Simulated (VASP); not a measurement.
Runs of VASP 6.6.1 on NaCl. The structure is that of space group Pm-3m (No. 221), or close to it. The cells are those of the table. 

| task | level | cell | k mesh | cutoff (eV) | smearing | grid for exact exchange (PRECFOCK) | share of exact exchange | screening parameter | gap on the mesh (eV) | pressure (GPa) | relaxed volume (Å³/atom) |
| --- | --- | --- | --- | --- | --- | --- | --- | --- | --- | --- | --- |
| dielectric tensor | r2SCAN | a = 3.460 Å, 2 atoms | 6 × 6 × 6 | 520 | gaussian 0.01 eV | - | - | - | 4.95 | - | - |
| single point | HSE06 | a = 3.486 Å, 2 atoms | 4 × 4 × 4 | 520 | fermi-dirac 0.02 eV | Normal | 0.25 | 0.2079 1/Å | 5.34 | 0.0 | - |
| single point | HSE06 | a = 3.460 Å, 2 atoms | 6 × 6 × 6 | 520 | gaussian 0.01 eV | Normal | 0.25 | 0.2079 1/Å | 5.42 | (b) | - |
| relaxation of cell and atoms | HSE06 | relaxed from a = 3.460 Å, 2 atoms | 4 × 4 × 4 | 600 | fermi-dirac 0.02 eV | Normal | 0.25 | 0.2079 1/Å | 5.34 | 0.0 | (a) |
| relaxation of cell and atoms | r2SCAN | relaxed from a = 3.506 Å, 2 atoms | 6 × 6 × 6 | 600 | fermi-dirac 0.02 eV | - | - | - | 4.99 | 0.0 | 20.51 |
| dielectric tensor | PBE | a = 3.460 Å, 2 atoms | 6 × 6 × 6 | 520 | gaussian 0.01 eV | - | - | - | 4.10 | - | - |

Alike in all rows: potentials or basis VASP PAW PBE potentials, release 64 (Na_pv, Cl); no spin polarisation.

Q: Fill in the values left out.

A: (a) 21.15; (b) 0.6.

Caveats: some runs use coarse meshes; the PAW data sets were made with another functional, which shifts forces and pressure a little (at least some runs).

A k mesh can miss the band edges.
